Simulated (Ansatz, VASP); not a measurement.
One calculation of Co, two programs

File POSCAR:

```
Co
1.0
    2.4715232260      0.0000000000      0.0000000000
   -1.2357616130      2.1404018997      0.0000000000
    0.0000000000      0.0000000000      4.0271144694
Co
2
Direct
    0.3333333333      0.6666666667      0.2500000000
    0.6666666667      0.3333333333      0.7500000000
```

INCAR.step1

```
  PREC = Accurate
  ENCUT = 520
  ISMEAR = 0
  SIGMA = 0.03
  LREAL = False
  LASPH = True
  NELM = 150
  ISPIN = 2
  MAGMOM = 1.891 1.891
  LMAXMIX = 4
  NBANDS = 20
  GGA = PE
  ALGO = Normal
  EDIFF = 1E-4
  LWAVE = True
  LCHARG = False
```

INCAR.step2

```
  PREC = Accurate
  ENCUT = 520
  EDIFF = 1E-6
  ISMEAR = 0
  SIGMA = 0.03
  LREAL = False
  LASPH = True
  NELM = 150
  ALGO = Normal
  ISIF = 2
  LWAVE = False
  LCHARG = True
  ISPIN = 2
  MAGMOM = 1.891 1.891
  LORBIT = 11
  LMAXMIX = 4
  METAGGA = R2SCAN
  LMIXTAU = True
  LELF = True
  LVHAR = True
  NBANDS = 20
  ISTART = 1
```

The input KPOINTS:

```
Automatic mesh
0
Gamma
  15 15 8
```

Input for Ansatz:

```yaml
crystal:
  lattice:
    - [2.471523226, 0.0, 0.0]
    - [-1.235761613, 2.1404018997, 0.0]
    - [0.0, 0.0, 4.0271144694]
  atoms:
    - { symbol: Co, position: [0.3333333333, 0.6666666667, 0.25], spin: 1.891 }
    - { symbol: Co, position: [0.6666666667, 0.3333333333, 0.75], spin: 1.891 }
hamiltonian:
  xc: r2scan
  pseudopotentials:
    kind: paw
    azcp:
      Co: "pseudopotentials/Co.paw.azcp"
basis:
  ecutwfc: 500
  fft_grid_basis: typed
kpoints:
  mp_grid: { grid: [15, 15, 8], shift: [0, 0, 0] }
magnetization:
  spin_polarized: true
scf:
  occupations: { method: gaussian, width: 0.03 }
  lower_state_search: "off"
output:
  stress: true
```

Alike in both runs: task single point; functional r2SCAN; k mesh 15 × 15 × 8; occupations gaussian, width 0.03 eV; collinear spin.

|  | VASP | Ansatz |
| --- | --- | --- |
| version | VASP 6.6.1 | Ansatz 0.2.0 |
| potentials or method | VASP PAW PBE potentials, release 64 (Co), cutoff 520 eV | plane waves (500 eV) with PAW, scalar-relativistic |
| valence electrons in the cell | 18 | 34 |

VASP gave:

| Quantity | Value |
| --- | --- |
| pressure (GPa) | -1.8 |
| traceless stress, the component that is largest in VASP (GPa) | 0.19 |
| net moment per atom (μB) | 1.69 |
| size of the moment on the site where the two differ most (μB) | 1.75 |

Question: Estimate Ansatz's values.

Answer: Pressure (GPa): -1.8; traceless stress, the component that is largest in VASP (GPa): -0.03; net moment per atom (μB): 1.69; size of the moment on the site where the two differ most (μB): 1.84.

VASP's potentials were made for PBE, not for r2SCAN. Site moments also hang on the region over which each program counts them. VASP's potentials hold 18 valence electrons a cell and Ansatz's 34, so a difference there can come from the potentials and not from the codes. Ansatz's warnings: stability check not made.
